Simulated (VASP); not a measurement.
NaI (zincblende type): electric field gradients with PBE

Crystal: NaI (zincblende type).

```xyz
2
Lattice="0.0000 3.6051 3.6051 3.6051 0.0000 3.6051 3.6051 3.6051 0.0000" Properties=species:S:1:pos:R:3 pbc="T T T"
Na    0.0000    0.0000    0.0000
I     1.8025    1.8025    1.8025
```

```
Program                : VASP 6.6.1
Task                   : electric field gradients
Functional             : PBE
Potentials or basis    : VASP PAW PBE potentials, release 64 (Na_pv, I)
Cutoff                 : 520 eV
k mesh                 : 10 × 10 × 10
Occupations            : fermi-dirac, width 0.05 eV
Spin                   : no spin polarisation
Dipole correction      : no
Further INCAR settings : ALGO = Normal; EDIFF = 1e-08; NBANDS = 14
```

| Quantity | Value |
| --- | --- |
| Pressure | -0.2 GPa |
| Band gap on the k mesh | 3.74 eV |
| Largest electric field gradient by atom | under 0.05 V/Å² on every atom |

Levels at points of the mesh, in eV from the valence-band top:
| k point | band 5 | band 6 | band 7 | band 8 | band 9 | band 10 |
| --- | --- | --- | --- | --- | --- | --- |
| (0.00, 0.00, 0.00) | 0.00 | 0.00 | 0.00 | 3.74 | 7.81 | 7.81 |
| (0.50, 0.00, 0.00) | -1.12 | -0.12 | -0.12 | 5.32 | 7.53 | 7.61 |
| (0.50, 0.50, 0.00) | -1.04 | -0.36 | -0.36 | 5.21 | 6.14 | 8.72 |

It took 110 s on 1 thread of Intel Xeon 8259CL, on a shared host, peak memory 0.27 GiB.

Caveat: spin-orbit coupling is left out, which moves the levels of the heavy elements. A k mesh can miss the band edges.
